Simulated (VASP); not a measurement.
Wanted: the native input for a VASP 6.6.1 run.

- Task: single point
- Functional: r2SCAN
- Potentials or basis: VASP PAW PBE potentials, release 64 (Ti_sv, Te)
- Cutoff: 520 eV
- k mesh: 15 × 15 × 8
- Occupations: gaussian, width 0.1 eV
- Spin: no spin polarisation
- Dipole correction: no
- Further INCAR settings: ALGO = Normal; EDIFF = 1e-07; NBANDS = 19

Crystal: TiTe2.

```
CELL_PARAMETERS angstrom
3.80102 0.00000 0.00000
-1.90051 3.29178 0.00000
0.00000 0.00000 6.90080
ATOMIC_POSITIONS crystal
Ti 0.00000 0.00000 0.00000
Te 0.66667 0.33333 0.24615
Te 0.33333 0.66667 0.75385
```

These files were run (other wordings do the same):

POSCAR

```
TiTe2
1.0
    3.8010222132      0.0000000000      0.0000000000
   -1.9005111066      3.2917817970      0.0000000000
    0.0000000000      0.0000000000      6.9008035809
Ti Te
1 2
Direct
    0.0000000000      0.0000000000      0.0000000000
    0.6666666667      0.3333333333      0.2461498706
    0.3333333333      0.6666666667      0.7538501294
```

INCAR.step1

```
SYSTEM = TiTe2
PREC = Accurate
ENCUT = 520
ISMEAR = 0
SIGMA = 0.1
LREAL = .False.
LASPH = .True.
NELM = 100
NBANDS = 19
GGA = PE
ALGO = Normal
EDIFF = 1E-4
LWAVE = .True.
LCHARG = .False.
```

INCAR.step2

```
SYSTEM = TiTe2
PREC = Accurate
ENCUT = 520
EDIFF = 1E-7
ISMEAR = 0
SIGMA = 0.1
LREAL = .False.
LASPH = .True.
NELM = 100
ALGO = Normal
ISIF = 2
LWAVE = .False.
LCHARG = .True.
METAGGA = R2SCAN
LMIXTAU = .True.
LELF = .True.
LVHAR = .True.
NBANDS = 19
ISTART = 1
```

KPOINTS

```
Automatic mesh
0
Gamma
  15 15 8
  0 0 0
```

Potentials or basis: VASP PAW PBE potentials, release 64 (Ti_sv, Te).

The run is started by

```console
$ cat potpaw_PBE.64/Ti_sv/POTCAR potpaw_PBE.64/Te/POTCAR > POTCAR
$ cp INCAR.step1 INCAR
$ mpirun -np 1 vasp_std > vasp.out
$ cp INCAR.step2 INCAR
$ mpirun -np 1 vasp_std > vasp.out
```

Results of the run:

```json
{
 "Pressure": "0.1 GPa",
 "Largest force": "0.018 eV/Å",
 "Band gap on the k mesh": "zero (band 12 reaches 6.31 eV, above the bottom of band 13 at 5.80 eV)"
}
```

Caveat: the PAW data sets were made with another functional, which shifts forces and pressure a little; spin-orbit coupling is left out, which moves the levels of the heavy elements.

It took 11 min on 1 thread of AMD EPYC 9R45 96-Core Processor (Zen 5) (shared host), peak memory 0.41 GiB.
